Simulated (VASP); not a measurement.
## AgCl: single point with PBE

AgCl:

```xyz
2
Lattice="0.0000 2.8060 2.8060 2.8060 0.0000 2.8060 2.8060 2.8060 0.0000" Properties=species:S:1:pos:R:3 pbc="T T T"
Ag    2.9320    2.8060    2.8060
Cl   -0.3834    0.0000    0.0000
```

This cell differs from its parent crystal: atoms displaced along a vibrational mode.

```yaml
Program: VASP 6.6.1
Task: single point
Functional: PBE
Potentials_or_basis: VASP PAW PBE potentials, release 64 (Ag, Cl)
Cutoff: 520 eV
k_mesh: 8 × 8 × 8
Occupations: gaussian, width 0.05 eV
Spin: no spin polarisation
```

* Pressure: 4.9 GPa
* Largest force: 1.602 eV/Å
* Band gap on the k mesh: 1.21 eV (least direct gap 1.66 eV)

Forces in eV/Å, atoms in the order of the input:
```
Ag  -1.602  0.000  0.000
Cl   1.602  0.000  0.000
```

Stress tensor (GPa, compression positive):
```
14.09  0.00  0.00
 0.00  0.23  0.00
 0.00  0.00  0.23
```

Levels at points of the mesh, in eV from the valence-band top:
```
           k point  band 5  band 6  band 7  band 8  band 9  band 10  band 11  band 12  band 13  band 14
(0.00, 0.00, 0.00)   -2.21   -2.17   -1.07   -1.07   -0.46     1.21    10.16    10.16    10.37    12.38
(0.50, 0.00, 0.00)   -2.02   -2.00   -1.61   -0.14    0.00     4.73     6.34     8.02     8.63    13.03
(0.50, 0.50, 0.00)   -1.93   -1.80   -1.77   -1.38   -1.13     2.77     7.33     8.64    12.20    12.45
(0.00, 0.50, 0.50)   -2.52   -1.98   -1.87   -1.87   -1.86     2.81     8.17     9.34    11.55    11.55
```

Run time: 65 s on 1 thread of Intel Xeon 8259CL (shared host), peak memory 0.19 GiB.

Caveat: the cell differs from its parent crystal (atoms displaced along a vibrational mode); the cell stands under pressure; forces of over 1 eV/Å act on the atoms, so gaps and moduli don't describe the material at rest. A k mesh can miss the band edges.
